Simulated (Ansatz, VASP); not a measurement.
# One calculation of FeSi2, two programs

```
Fe Si
1.0
     4.24499    0.00000    0.00000
    -2.12250    3.67627    0.00000
     0.00000    0.00000    2.45362
Fe Si
1 2
Cartesian
  0.0000 0.0000 0.0000
  0.0000 2.4508 1.2268
  2.1225 1.2254 1.2268
```

Alike in both runs: task relaxation of cell and atoms; functional PBEsol; k mesh 12 × 12 × 18; occupations gaussian, width 0.1 eV; collinear spin.

|  | VASP | Ansatz |
| --- | --- | --- |
| version | VASP 6.6.1 | Ansatz 0.2.0 |
| potentials or method | VASP PAW PBE potentials, release 64 (Fe, Si), cutoff 600 eV | scalar-relativistic, plane waves, PAW |
| valence electrons in the cell | 16 | 24 |

Ansatz gave:

| Property | Result |
| --- | --- |
| gap on the k mesh at the Fermi level, each at its own relaxed structure (eV) | none |
| net moment per atom (μB) | 0.78 |
| size of the moment on the site where the two differ most (μB) | 2.23 |
| relaxed volume (Å³/atom) | 12.60 |
| relaxed length of the cell vector where the two differ most in proportion (Å) | 2.455 |

Question: Which values does VASP return?

Answer: gap on the k mesh at the Fermi level, each at its own relaxed structure (eV): none; net moment per atom (μB): 0.78; size of the moment on the site where the two differ most (μB): 2.23; relaxed volume (Å³/atom): 12.62; relaxed length of the cell vector where the two differ most in proportion (Å): 2.457.

VASP's potentials were made for PBE, not for PBEsol. Site moments also hang on the region over which each program counts them. A gap of «none» marks a metal or a gap that the smearing closes. VASP's potentials hold 16 valence electrons a cell and Ansatz's 24, so a difference there can come from the potentials and not from the codes.
